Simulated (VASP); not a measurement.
Set up this calculation in VASP 6.6.1, as the native input.

- Task: single point
- Functional: r2SCAN
- Potentials or basis: VASP PAW PBE potentials, release 64 (In_d, Sb)
- Cutoff: 520 eV
- k mesh: 10 × 10 × 10
- Occupations: gaussian, width 0.1 eV
- Spin: no spin polarisation
- Dipole correction: no
- Further INCAR settings: ALGO = Normal; EDIFF = 1e-07; NBANDS = 22

The system is InSb3.

```
In Sb
1.0
     0.00000    3.77243    3.77243
     3.77243    0.00000    3.77243
     3.77243    3.77243    0.00000
In Sb
1 3
Direct
  0.00000 0.00000 0.00000
  0.25000 0.25000 0.25000
  0.75000 0.75000 0.75000
  0.50000 0.50000 0.50000
```

The input as run:

POSCAR

```
InSb3
1.0
    0.0000000000      3.7724334680      3.7724334680
    3.7724334680      0.0000000000      3.7724334680
    3.7724334680      3.7724334680      0.0000000000
In Sb
1 3
Direct
    0.0000000000      0.0000000000      0.0000000000
    0.2500000000      0.2500000000      0.2500000000
    0.7500000000      0.7500000000      0.7500000000
    0.5000000000      0.5000000000      0.5000000000
```

INCAR.step1

```
PREC = Accurate ; ENCUT = 520
ISMEAR = 0 ; SIGMA = 0.1
LREAL = F ; LASPH = T
NELM = 60 ; NBANDS = 22
GGA = PE ; ALGO = Normal
EDIFF = 1E-4 ; LWAVE = T
LCHARG = F
```

INCAR.step2

```
PREC = Accurate ; ENCUT = 520
EDIFF = 1E-7 ; ISMEAR = 0
SIGMA = 0.1 ; LREAL = F
LASPH = T ; NELM = 60
ALGO = Normal ; ISIF = 2
LWAVE = F ; LCHARG = F
METAGGA = R2SCAN ; LMIXTAU = T
NBANDS = 22 ; ISTART = 1
```

KPOINTS

```
regular mesh
0
Gamma
  10 10 10
```

Potentials or basis: VASP PAW PBE potentials, release 64 (In_d, Sb).

Launch:

```bash
$ cat potpaw_PBE.64/In_d/POTCAR potpaw_PBE.64/Sb/POTCAR > POTCAR
$ cp INCAR.step1 INCAR
$ mpirun -np 1 vasp_std > vasp.out
$ cp INCAR.step2 INCAR
$ mpirun -np 1 vasp_std > vasp.out
```

It gave:

```yaml
Pressure: 0.0 GPa
Band_gap_on_the_k_mesh: zero (bands 14 and 15 overlap by 3.25 eV)
```

Caveat: the PAW data sets were made with another functional, which shifts forces and pressure a little; spin-orbit coupling is left out, which moves the levels of the heavy elements.

It took 8.5 min on 1 thread of Intel(R) Xeon(R) 6975P-C (Granite Rapids), on a shared host, peak memory 0.33 GiB.
